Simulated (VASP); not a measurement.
Wanted: the native input for a VASP 6.6.1 run.

```
Task                   : single point
Functional             : LDA
Potentials or basis    : VASP PAW LDA potentials, release 64 (K_sv)
Cutoff                 : 520 eV
k mesh                 : 5 × 5 × 5
Occupations            : methfessel-paxton, width 0.1 eV
Spin                   : no spin polarisation
Dipole correction      : no
Further INCAR settings : ALGO = Normal; EDIFF = 1e-06; NBANDS = 10
```

The structure of K lies in POSCAR:

```
K
1.0
   -2.5214533536      2.5214533536      2.5214533536
    2.5214533536     -2.5214533536      2.5214533536
    2.5214533536      2.5214533536     -2.5214533536
K
1
Direct
    0.0000000000      0.0000000000      0.0000000000
```

The input as run:

INCAR

```
SYSTEM = K
PREC = Accurate ; ENCUT = 520
EDIFF = 1E-6 ; ISMEAR = 1
SIGMA = 0.1 ; LREAL = .FALSE.
LASPH = .TRUE. ; NELM = 100
ALGO = Normal ; ISIF = 2
LWAVE = .FALSE. ; LCHARG = .TRUE.
LELF = .TRUE. ; LVHAR = .TRUE.
NBANDS = 10
```

KPOINTS

```
regular mesh
0
G
  5 5 5
  0 0 0
```

Potentials or basis: VASP PAW LDA potentials, release 64 (K_sv).

The run is started by

```sh
$ cat potpaw_LDA.64/K_sv/POTCAR > POTCAR
$ mpirun -np 1 vasp_std > vasp.out
```

Results of the run:

| Property | Result |
| --- | --- |
| Pressure | 0.0 GPa |

It took 5.3 s on 1 thread of Intel(R) Xeon(R) Platinum 8559C (Emerald Rapids), with other jobs on the host, peak memory 0.14 GiB.
